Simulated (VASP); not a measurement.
**Al9O: relaxation of the atoms with PBE**

The system is Al9O, a slab with vacuum.

```
Al O
1.0
     2.85354    0.00000    0.00000
    -1.42677    9.70148    0.00000
     0.00000    0.00000   20.29037
Al O
9 1
Direct
  0.53244 0.06489 0.19714
  0.67096 0.34192 0.24621
  0.29866 0.59733 0.25603
  0.92637 0.85274 0.26584
  0.06395 0.12771 0.31543
  0.19958 0.40422 0.37078
  0.82880 0.65967 0.37850
  0.45262 0.91108 0.38742
  0.59249 0.18141 0.43323
  0.09249 0.68141 0.45129
```

```json
{"Program": "VASP 6.6.1", "Task": "relaxation of the atoms", "Functional": "PBE", "Potentials or basis": "VASP PAW PBE potentials, release 64 (Al, O)", "Cutoff": "520 eV", "k mesh": "9 × 3 × 1", "Occupations": "gaussian, width 0.1 eV", "Spin": "no spin polarisation", "Dipole correction": "yes", "Atoms held fixed (from 0)": "[0, 1, 2, 3, 4, 5, 6, 7, 8]", "Further INCAR settings": "ALGO = Normal; EDIFF = 1e-07; NELMDL = -8; IBRION = 2; EDIFFG = -0.025; NSW = 36", "Atoms held along some axes (from 0)": "atom 9 along a and b"}
```

```
Energy gained by relaxing : 0.0 meV/atom
Ionic steps               : 3
Band gap on the k mesh    : zero (an odd number of electrons rules out a gap without spin polarisation)
```

The path:
```csv
step,energy change (eV),largest force on free atoms (eV/Å),pressure (GPa)
1,0.0000,0.1416,-1.00
2,-0.0004,0.0388,-0.97
3,-0.0004,0.0001,-0.98
```

Final structure:
```
Al O
1.0
     2.85354    0.00000    0.00000
    -1.42677    9.70148    0.00000
     0.00000    0.00000   20.29037
Al O
9 1
Direct
  0.53244 0.06489 0.19714
  0.67096 0.34192 0.24621
  0.29866 0.59733 0.25603
  0.92637 0.85274 0.26584
  0.06395 0.12771 0.31543
  0.19958 0.40422 0.37078
  0.82880 0.65967 0.37850
  0.45262 0.91108 0.38742
  0.59249 0.18141 0.43323
  0.09249 0.68141 0.45102
```

Levels at points of the mesh, in eV from the Fermi level:
| k point | band 12 | band 13 | band 14 | band 15 | band 16 | band 17 | band 18 | band 19 | band 20 | band 21 |
| --- | --- | --- | --- | --- | --- | --- | --- | --- | --- | --- |
| (0.00, 0.00, 0.00) | -2.55 | -1.94 | -1.62 | -1.25 | -0.81 | -0.22 | 0.34 | 1.31 | 2.08 | 2.81 |

Wall time 24 min on 1 thread of Oxide Virtual Turin-like Processor, on a shared host, peak memory 0.72 GiB.
